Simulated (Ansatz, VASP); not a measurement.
## One calculation of InAs, two programs

The input INCAR:

```
  PREC = Accurate
  ENCUT = 520
  EDIFF = 1E-6
  ISMEAR = -1
  SIGMA = 0.02
  LREAL = F
  LASPH = T
  NELM = 60
  ALGO = Normal
  ISIF = 2
  LWAVE = F
  LCHARG = F
  GGA = PE
  NBANDS = 16
```

The input KPOINTS:

```
Automatic mesh
0
Gamma
  6 6 6
```

Contents of POSCAR:

```
InAs
1.0
    0.0000000000      3.0630888970      3.0630888970
    3.0630888970      0.0000000000      3.0630888970
    3.0630888970      3.0630888970      0.0000000000
In As
1 1
Direct
    0.0000000000      0.0000000000      0.0000000000
    0.2500000000      0.2500000000      0.2500000000
```

Input for Ansatz:

```yaml
crystal:
  lattice:
    - [0.0, 3.063088897, 3.063088897]
    - [3.063088897, 0.0, 3.063088897]
    - [3.063088897, 3.063088897, 0.0]
  atoms:
    - { symbol: In, position: [0.0, 0.0, 0.0] }
    - { symbol: As, position: [0.25, 0.25, 0.25] }
kpoints:
  mp_grid: { grid: [6, 6, 6] }
hamiltonian:
  xc: pbe
scf:
  occupations: { method: fermi_dirac, width: 0.02 }
  n_extra_bands: 4
output:
  forces: true
  stress: true
  eigenvalues: true
```

Alike in both runs: task single point; functional PBE; k mesh 6 × 6 × 6; occupations fermi-dirac, width 0.02 eV; no spin polarisation.

|  | VASP | Ansatz |
| --- | --- | --- |
| version | VASP 6.6.1 | Ansatz 0.2.0 |
| potentials or method | VASP PAW PBE potentials, release 64 (In_d, As) | plane waves, PAW |
| plane-wave cutoff (eV) | 520 | 420 |
| valence electrons in the cell | 18 | 28 |

|  | VASP | Ansatz | Ansatz less VASP |
| --- | --- | --- | --- |
| pressure (GPa) | 1.7 | 1.6 | -0.05 |

VASP's potentials hold 18 valence electrons a cell and Ansatz's 28, so a difference there can come from the potentials and not from the codes.
